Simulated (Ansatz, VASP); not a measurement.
## TiO2 in VASP and in Ansatz

```xyz
6
Lattice="-1.8996 1.8996 4.8489 1.8996 -1.8996 4.8489 1.8996 1.8996 -4.8489" Properties=species:S:1:pos:R:3 pbc="T T T"
Ti    0.0000    0.0000    0.0000
Ti    0.0000    1.8996    2.4244
O     0.0000    1.8996    4.4268
O     0.0000    0.0000    2.0024
O     0.0000    1.8996    0.4220
O     0.0000    0.0000    7.6953
```

Alike in both runs: functional PBE; k mesh 10 × 10 × 10; occupations gaussian, width 0.02 eV; no spin polarisation.

Ansatz relaxed the structure, and its values are those at the end. VASP's run is a single point on that final structure, the one shown.

|  | VASP | Ansatz |
| --- | --- | --- |
| version | VASP 6.6.1 | Ansatz 0.2.0 |
| potentials or method | VASP PAW PBE potentials, release 64 (Ti_sv, O), cutoff 520 eV | scalar-relativistic, plane waves, PAW |
| valence electrons in the cell | 48 | 48 |

|  | VASP | Ansatz | Ansatz less VASP |
| --- | --- | --- | --- |
| gap on the k mesh at the Fermi level (eV) | 2.11 | 2.14 | +0.023 |
| least direct gap on the mesh (eV) | 2.41 | 2.43 | +0.022 |
| pressure (GPa) | 0.7 | 0.0 | -0.66 |
| rms of the force components (eV/Å) | 0.009 | 0.001 | -0.0087 |
